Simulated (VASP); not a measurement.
# Sn3Pt (Pm-3m) in VASP: notebook

The runs below take Sn3Pt through single point, with PBE.

All numbers are computed with VASP 6.6.1; they aren't measurements. Logs are shortened: lines on timing, memory, paths and dates and some standing lists are left out, and cuts for length are marked.

## 1. The cell of the first run

Symmetry: Pm-3m, No. 221, cubic system. Conventional cell: a = 4.486 Å, b = 4.486 Å, c = 4.486 Å, α = 90.00°, β = 90.00°, γ = 90.00°. Within 4.2 Å of Sn (site symmetry 4/mmm) lie 8 Sn at 3.17 Å and 4 Pt at 3.17 Å. Pt (site symmetry m-3m) has 12 Sn at 3.17 Å within 4.2 Å.

## 2. Single point, PBE

The input, INCAR:

```
SYSTEM = Sn3Pt
  PREC = Accurate
  ENCUT = 520
  EDIFF = 1E-7
  ISMEAR = 0
  SIGMA = 0.1
  LREAL = .False.
  LASPH = .True.
  NELM = 100
  ALGO = Fast
  ISIF = 2
  LWAVE = .False.
  LCHARG = .True.
  GGA = PE
  LELF = .True.
  LVHAR = .True.
  NBANDS = 34
```

The input, KPOINTS:

```
regular mesh
0
Gamma
  4 4 4
  0 0 0
```

The input, POSCAR:

```
Sn3Pt
1.0
    4.4859867342      0.0000000000      0.0000000000
    0.0000000000      4.4859867342      0.0000000000
    0.0000000000      0.0000000000      4.4859867342
Sn Pt
3 1
Direct
    0.0000000000      0.5000000000      0.5000000000
    0.5000000000      0.0000000000      0.5000000000
    0.5000000000      0.5000000000      0.0000000000
    0.0000000000      0.0000000000      0.0000000000
```

Potentials or basis: VASP PAW PBE potentials, release 64 (Sn_d, Pt).

Command:

```
$ cat potpaw_PBE.64/Sn_d/POTCAR potpaw_PBE.64/Pt/POTCAR > POTCAR
$ mpirun -np 1 vasp_std > vasp.out
```

OUTCAR:

```text
SYSTEM = Sn3Pt
   PREC = Accurate
   ENCUT = 520
   EDIFF = 1E-7
   ISMEAR = 0
   LREAL = .False.
   LASPH = .True.
   NELM = 100
   ISIF = 2
   GGA = PE

 ion  position               nearest neighbor table
   1  0.000  0.500  0.500-   2 3.17   3 3.17   4 3.17   3 3.17   4 3.17   2 3.17   4 3.17   4 3.17
                             2 3.17   3 3.17   3 3.17   2 3.17
   2  0.500  0.000  0.500-   1 3.17   3 3.17   4 3.17   3 3.17   4 3.17   1 3.17   3 3.17   3 3.17
                             1 3.17   4 3.17   4 3.17   1 3.17
   3  0.500  0.500  0.000-   1 3.17   2 3.17   4 3.17   1 3.17   2 3.17   2 3.17   4 3.17   2 3.17
                             1 3.17   4 3.17   1 3.17   4 3.17
   4  0.000  0.000  0.000-   1 3.17   2 3.17   3 3.17   1 3.17   2 3.17   1 3.17   3 3.17   1 3.17
                             2 3.17   3 3.17   2 3.17   3 3.17

  LATTYP: Found a simple cubic cell.
 ALAT       =     4.4859867342

  Lattice vectors:

 A1 = (   4.4859867342,   0.0000000000,   0.0000000000)
 A2 = (   0.0000000000,   4.4859867342,   0.0000000000)
 A3 = (   0.0000000000,   0.0000000000,   4.4859867342)

Analysis of symmetry for initial positions (statically):
=====================================================================
 Subroutine PRICEL returns:
 Original cell was already a primitive cell.

 Routine SETGRP: Setting up the symmetry group for a
 simple cubic supercell.

 Subroutine GETGRP returns: Found 48 space group operations
 (whereof 48 operations were pure point group operations)
 out of a pool of 48 trial point group operations.

The static configuration has the point symmetry O_h .

Analysis of symmetry for dynamics (positions and initial velocities):
=====================================================================
 Subroutine PRICEL returns:
 Original cell was already a primitive cell.

 Routine SETGRP: Setting up the symmetry group for a
 simple cubic supercell.

 Subroutine GETGRP returns: Found 48 space group operations
 (whereof 48 operations were pure point group operations)
 out of a pool of 48 trial point group operations.

The dynamic configuration has the point symmetry O_h .

 Subroutine INISYM returns: Found 48 space group operations
 (whereof 48 operations are pure point group operations),
 and found     1 'primitive' translations

----------------------------------------------------------------------------------------

                                     Primitive cell

  volume of cell :      90.2763

  direct lattice vectors                    reciprocal lattice vectors
     4.485986734  0.000000000  0.000000000     0.222916397  0.000000000  0.000000000
     0.000000000  4.485986734  0.000000000     0.000000000  0.222916397  0.000000000
[... 81 lines left out ...]
   ISYM   =      2    0-nonsym 1-usesym 2-fastsym
   POTIM  = 0.5000    time-step for ionic-motion
   TEBEG  =    0.0;   TEEND  =   0.0 temperature during run
   PSTRESS=    0.0 pullay stress
   NELECT =      52.0000    total number of electrons
   NUPDOWN=      -1.0000    fix difference up-down
   EMIN   =  10.00;   EMAX   =-10.00  energy-range for DOS
   EFERMI =   0.00;   METHOD = LEGACY
   ISMEAR =     0;   SIGMA  =   0.10  broadening in eV -4-tet -1-fermi 0-gaus
   EFERMI_NEDOS =   21; number of points for ismear=-14 and -15
   IALGO  =     68    algorithm
   IMIX   =      4    mixing-type and parameters
     AMIX     =   0.40;   BMIX     =  1.00
     AMIX_MAG =   1.60;   BMIX_MAG =  1.00
  volume/ion in A,a.u.               =      22.57       152.30
  Fermi-wavevector in a.u.,A,eV,Ry     =   1.362128  2.574049 25.244155  1.855393
  Thomas-Fermi vector in A             =   2.488645
   LORBIT       =      0    0 simple, 1 ext, 2 COOP (PROOUT), +10 PAW based schemes
   GGA     = PE    functional components
   LHFCALC =     F    Hartree Fock is set to
   AEXX    =    0.0000 exact exchange contribution
   IVDW    =     0    specifies the selected vdW correction
   LEPSILON=     F    determine dielectric tensor
   LRPA    =     F    only Hartree local field effects (RPA)
 non-spin polarized calculation
 RMM-DIIS sequential band-by-band and
 Gauss-broadening in eV      SIGMA  =   0.10
  energy-cutoff  :      520.00
  volume of cell :       90.28
 maximum number of plane-waves:      2469
 NGX is ok and might be reduce to    36
   NGX = 17   NGY = 17   NGZ = 17

 number of electron      52.0000000 magnetization

 Free energy of the ion-electron system (eV)
  ---------------------------------------------------
  ext. energy  EPLUGINS =         0.00000000
  ---------------------------------------------------
  free energy    TOTEN  =       -17.41423123 eV

  energy without entropy =      -17.38805385  energy(sigma->0) =      -17.40114254

 E-fermi :   9.3786     XC(G=0): -11.2311

 val. band max:        9.3353117523   @ k =   0.5000   0.0000   0.0000
 cond. band min:       9.3944979237   @ k =   0.5000   0.2500   0.0000
 fundamental gap:      0.0591861713
 Fermi energy:         9.3785824435

 k-point     1 :       0.0000    0.0000    0.0000
  band No.  band energies     occupation
      1     -12.4176      2.00000
      2     -12.4176      2.00000
      3     -12.4176      2.00000
      4     -12.3907      2.00000
      5     -12.2697      2.00000
      6     -12.2697      2.00000
[... 359 lines left out ...]
     33      16.9254      0.00000
     34      20.0462      0.00000

------------------------ aborting loop because EDIFF is reached ----------------------------------------

  FORCE on cell =-STRESS in cart. coord.  units (eV):
  Direction    XX          YY          ZZ          XY          YZ          ZX
  --------------------------------------------------------------------------------------
  -------------------------------------------------------------------------------------
  Total        1.3656868      1.3656868      1.3656868      0.0000000     -0.0000000     -0.0000000
  in kB       24.2374955     24.2374955     24.2374955      0.0000000     -0.0000000     -0.0000000
  external PRESSURE =      24.2374955 kB  Pullay stress =       0.0000000 kB

 VOLUME and BASIS-vectors are now :
 -----------------------------------------------------------------------------
  energy-cutoff  :      520.00
  volume of cell :       90.28
      direct lattice vectors                 reciprocal lattice vectors
     4.485986734  0.000000000  0.000000000     0.222916397  0.000000000  0.000000000
     0.000000000  4.485986734  0.000000000     0.000000000  0.222916397  0.000000000
     0.000000000  0.000000000  4.485986734     0.000000000  0.000000000  0.222916397

 POSITION                                       TOTAL-FORCE (eV/Angst)
 -----------------------------------------------------------------------------------
      0.00000      2.24299      2.24299         0.000000      0.000000      0.000000
      2.24299      0.00000      2.24299         0.000000      0.000000      0.000000
      2.24299      2.24299      0.00000         0.000000      0.000000      0.000000
      0.00000      0.00000      0.00000         0.000000      0.000000      0.000000
 -----------------------------------------------------------------------------------
    total drift:                                0.000000      0.000000      0.000000

  FREE ENERGIE OF THE ION-ELECTRON SYSTEM (eV)
  ---------------------------------------------------
  free  energy   TOTEN  =       -17.4142312286 eV

  energy  without entropy=      -17.3880538463  energy(sigma->0) =      -17.40114254
```

OSZICAR:

```text
N       E                     dE             d eps       ncg     rms          rms(c)
DAV:   1     0.513543782904E+03    0.51354E+03   -0.25439E+04   730   0.243E+03
DAV:   2     0.530902383745E+02   -0.46045E+03   -0.44701E+03   680   0.584E+02
DAV:   3    -0.144922035736E+02   -0.67582E+02   -0.65771E+02   752   0.185E+02
DAV:   4    -0.175502194423E+02   -0.30580E+01   -0.30288E+01   800   0.421E+01
DAV:   5    -0.176430113151E+02   -0.92792E-01   -0.92757E-01   964   0.741E+00    0.517E+00
RMM:   6    -0.174749267352E+02    0.16808E+00   -0.52724E-01   756   0.414E+00    0.274E+00
RMM:   7    -0.174276744497E+02    0.47252E-01   -0.72898E-02   826   0.178E+00    0.159E+00
RMM:   8    -0.174147635647E+02    0.12911E-01   -0.38425E-02   815   0.115E+00    0.474E-01
RMM:   9    -0.174140788308E+02    0.68473E-03   -0.69701E-03   868   0.782E-01    0.969E-02
RMM:  10    -0.174141939150E+02   -0.11508E-03   -0.24422E-03  1009   0.322E-01    0.555E-02
RMM:  11    -0.174142266774E+02   -0.32762E-04   -0.38159E-04  1090   0.128E-01    0.284E-02
RMM:  12    -0.174142310262E+02   -0.43488E-05   -0.64520E-05  1069   0.497E-02    0.924E-03
RMM:  13    -0.174142314361E+02   -0.40998E-06   -0.11456E-05   908   0.228E-02    0.266E-03
RMM:  14    -0.174142312370E+02    0.19916E-06   -0.45886E-06  1001   0.115E-02    0.133E-03
RMM:  15    -0.174142312286E+02    0.84083E-08   -0.46167E-07   559   0.437E-03
   1 F= -.17414231E+02 E0= -.17401143E+02  d E =-.261774E-01
```

stdout:

```text
POSCAR found type information on POSCAR SnPt
 POSCAR found :  2 types and       4 ions
 scaLAPACK will be used
 LDA part: xc-table for (Slater+PW92), standard interpolation
 POSCAR, INCAR and KPOINTS ok, starting setup
 FFT: planning ... GRIDC
 FFT: planning ... GRID_SOFT
 FFT: planning ... GRID
 WAVECAR not read
 entering main loop
 num prob  num prob  num prob RMM:  15    -0.174142312286E+02    0.84083E-08   -0.46167E-07   559   0.437E-03
```

Run time: 16 s. Hardware: 1 thread of Intel Xeon 6975P-C (Granite Rapids), shared host; peak memory 0.2 GiB.

What came out:

```yaml
Free_energy: -17.4142 eV
Pressure: 2.4 GPa
Band_gap_on_the_k_mesh: zero (band 26 reaches 9.51 eV, above the bottom of band 27 at 8.03 eV)
```

Caveat: spin-orbit coupling is left out, which moves the levels of the heavy elements.

## 3. Single point, PBE

This run uses another cell than the first one, of 23.33 Å³/atom, 1.034 times its volume.

The input, INCAR:

```
  ALGO = Fast
  EDIFF = 1E-6
  ENCUT = 520
  GGA = PE
  ISIF = 2
  ISMEAR = 0
  LASPH = True
  LCHARG = False
  LREAL = False
  LWAVE = False
  NBANDS = 34
  NELM = 60
  PREC = Accurate
  SIGMA = 0.1
```

The input, KPOINTS:

```
k-points
0
Gamma
  10 10 10
```

The input, POSCAR:

```
Sn3Pt
1.0
    4.5361357886      0.0000000000      0.0000000000
    0.0000000000      4.5361357886      0.0000000000
    0.0000000000      0.0000000000      4.5361357886
Sn Pt
3 1
Direct
    0.0000000000      0.5000000000      0.5000000000
    0.5000000000      0.0000000000      0.5000000000
    0.5000000000      0.5000000000      0.0000000000
    0.0000000000      0.0000000000      0.0000000000
```

Potentials or basis: VASP PAW PBE potentials, release 64 (Sn_d, Pt).

Command:

```
$ cat potpaw_PBE.64/Sn_d/POTCAR potpaw_PBE.64/Pt/POTCAR > POTCAR
$ mpirun -np 1 vasp_std > vasp.out
```

It took 66 s on 1 thread of Intel Xeon 6975P-C (Granite Rapids), shared host; peak memory 0.3 GiB.

Results (log left out):

```yaml
Free_energy: -17.5074 eV
Pressure: -0.1 GPa
Band_gap_on_the_k_mesh: zero (band 26 reaches 9.41 eV, above the bottom of band 27 at 7.59 eV)
```

Levels at points of the mesh, in eV from the Fermi level:
```
           k point  band 22  band 23  band 24  band 25  band 26  band 27  band 28  band 29  band 30  band 31
(0.00, 0.00, 0.00)    -2.26    -2.26    -2.26    -1.17    -1.17    -0.58     2.85     2.85     2.85     4.68
(0.50, 0.00, 0.00)    -2.25    -2.21    -0.46    -0.20    -0.20     0.02     0.02     0.82     2.72     5.56
(0.50, 0.50, 0.00)    -2.07    -2.07    -1.81     0.10     0.21     1.08     1.08     2.46     2.46     3.66
(0.50, 0.50, 0.50)    -3.87    -2.06    -1.97    -1.97    -1.28    -1.28    -1.28     6.94     6.94     7.37
```

Caveat: spin-orbit coupling is left out, which moves the levels of the heavy elements.
